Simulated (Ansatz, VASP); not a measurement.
## One calculation of Hf, two programs

```
CELL_PARAMETERS angstrom
3.22738 0.00000 0.00000
-1.61369 2.79499 0.00000
0.00000 0.00000 10.31687
ATOMIC_POSITIONS crystal
Hf 0.00000 0.00000 0.00000
Hf 0.00000 0.00000 0.50000
Hf 0.33333 0.66667 0.25000
Hf 0.66667 0.33333 0.75000
```

Alike in both runs: functional BLYP; k mesh 11 × 11 × 3; occupations fermi-dirac, width 0.1 eV; no spin polarisation.

Ansatz relaxed the structure, and its values are those at the end. VASP's run is a single point on that final structure, the one shown.

|  | VASP | Ansatz |
| --- | --- | --- |
| version | VASP 6.6.1 | Ansatz 0.2.0 |
| potentials or method | VASP PAW PBE potentials, release 64 (Hf_pv), cutoff 520 eV | plane waves (420 eV) with PAW, scalar-relativistic |
| valence electrons in the cell | 40 | 104 |

|  | VASP | Ansatz | Ansatz less VASP |
| --- | --- | --- | --- |
| pressure (GPa) | 0.0 | 0.0 | 0.00 |

VASP's potentials were made for PBE, not for BLYP. The functional is the same, so the differences come from potentials, cutoffs and numerics. VASP's potentials hold 40 valence electrons a cell and Ansatz's 104, so a difference there can come from the potentials and not from the codes.

Spin-orbit coupling is off throughout.
